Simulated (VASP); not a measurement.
# Al3Co2Ni: relaxation of cell and atoms with PBE

The system is Al3Co2Ni.

```
Al Co Ni
1.0
     2.84344    0.00000    0.00000
     0.00000    2.84344    0.00000
     0.00000    0.00000    8.74400
Al Co Ni
3 2 1
Direct
  0.00000 0.00000 0.33009
  0.00000 0.00000 0.66991
  0.00000 0.00000 0.00000
  0.50000 0.50000 0.83409
  0.50000 0.50000 0.16591
  0.50000 0.50000 0.50000
```

```yaml
Program: VASP 6.6.1
Task: relaxation of cell and atoms
Functional: PBE
Potentials_or_basis: VASP PAW PBE potentials, release 64 (Al, Co, Ni)
Cutoff: 600 eV
k_mesh: 14 × 14 × 4
Occupations: fermi-dirac, width 0.15 eV
Spin: no spin polarisation
Dipole_correction: no
Further_INCAR_settings: ALGO = Fast; EDIFF = 1e-07; IBRION = 2; EDIFFG = -0.001; NSW = 80; ISIF = 3
```

```yaml
Relaxed_volume: 11.80 Å³/atom
Relaxed_cell: a = 2.866 Å, b = 2.866 Å, c = 8.622 Å, α = 90.00°, β = 90.00°, γ = 90.00°
Space_group_after_relaxing_to_0.1_Å: P4/mmm (No. 123)
Energy_gained_by_relaxing: 0.8 meV/atom
Ionic_steps: 17
Pressure_after_relaxing: 0.0 GPa
Band_gap_on_the_k_mesh: zero (an odd number of electrons rules out a gap without spin polarisation)
```

Step by step:
| step | energy change (eV) | largest force (eV/Å) | pressure (GPa) | volume (Å³) |
| --- | --- | --- | --- | --- |
| 1 | 0.0000 | 0.0538 | 0.27 | 70.70 |
| 2 | -0.0020 | 0.0149 | -0.24 | 70.90 |
| 3 | -0.0027 | 0.0196 | -0.67 | 71.08 |
| 4 | -0.0039 | 0.0404 | -0.18 | 70.90 |
| 5 | -0.0043 | 0.0548 | 0.10 | 70.78 |
| 6 | -0.0043 | 0.0581 | 0.19 | 70.75 |
| 7 | -0.0046 | 0.0426 | 0.08 | 70.78 |
| 8 | -0.0047 | 0.0217 | -0.03 | 70.82 |
| 9 | -0.0048 | 0.0129 | -0.01 | 70.80 |
| 10 | -0.0048 | 0.0078 | 0.02 | 70.79 |
| 11 | -0.0048 | 0.0086 | 0.13 | 70.76 |
| 12 | -0.0048 | 0.0082 | 0.07 | 70.77 |
| 13 | -0.0048 | 0.0025 | -0.07 | 70.82 |
| 14 | -0.0048 | 0.0045 | 0.01 | 70.80 |
| 15 | -0.0048 | 0.0023 | -0.03 | 70.80 |
| 16 | -0.0048 | 0.0036 | -0.01 | 70.80 |
| 17 | -0.0048 | 0.0002 | -0.01 | 70.80 |

Final structure:
```cif
data_structure
_symmetry_space_group_name_H-M 'P 1'
_symmetry_Int_Tables_number 1
_cell_length_a 2.8655
_cell_length_b 2.8655
_cell_length_c 8.6219
_cell_angle_alpha 90.000
_cell_angle_beta 90.000
_cell_angle_gamma 90.000
_cell_volume 70.80
loop_
_atom_site_label
_atom_site_type_symbol
_atom_site_fract_x
_atom_site_fract_y
_atom_site_fract_z
_atom_site_occupancy
Al1 Al 0.00000 0.00000 0.33004 1
Al2 Al 0.00000 0.00000 0.66996 1
Al3 Al 0.00000 0.00000 0.00000 1
Co1 Co 0.50000 0.50000 0.83346 1
Co2 Co 0.50000 0.50000 0.16654 1
Ni1 Ni 0.50000 0.50000 0.50000 1
```

Levels at points of the mesh, in eV from the Fermi level:
| k point | band 15 | band 16 | band 17 | band 18 | band 19 | band 20 | band 21 | band 22 |
| --- | --- | --- | --- | --- | --- | --- | --- | --- |
| (0.00, 0.00, 0.00) | -0.91 | -0.91 | -0.74 | -0.69 | 0.12 | 0.62 | 5.73 | 5.83 |
| (0.50, 0.00, 0.00) | -1.58 | -1.48 | -1.23 | -0.79 | -0.75 | 0.07 | 0.17 | 3.47 |
| (0.50, 0.50, 0.00) | -1.05 | -0.17 | -0.15 | 0.87 | 0.87 | 0.96 | 0.96 | 1.84 |
| (0.00, 0.00, 0.50) | -1.01 | -1.01 | -0.74 | -0.69 | -0.09 | 2.75 | 2.81 | 6.47 |
| (0.50, 0.00, 0.50) | -1.58 | -1.47 | -1.14 | -0.86 | -0.80 | -0.06 | 0.21 | 2.11 |
| (0.50, 0.50, 0.50) | -0.59 | -0.59 | -0.44 | -0.17 | -0.15 | 1.93 | 2.25 | 2.29 |

Wall time 50 min on 1 thread of Oxide Virtual Turin-like Processor, with other jobs on the host, peak memory 0.34 GiB.

Caveat: the run has no spin polarisation, though such a crystal can be magnetic. Spin polarisation is off, so any magnetic state and its effect on volume and gap are missing.
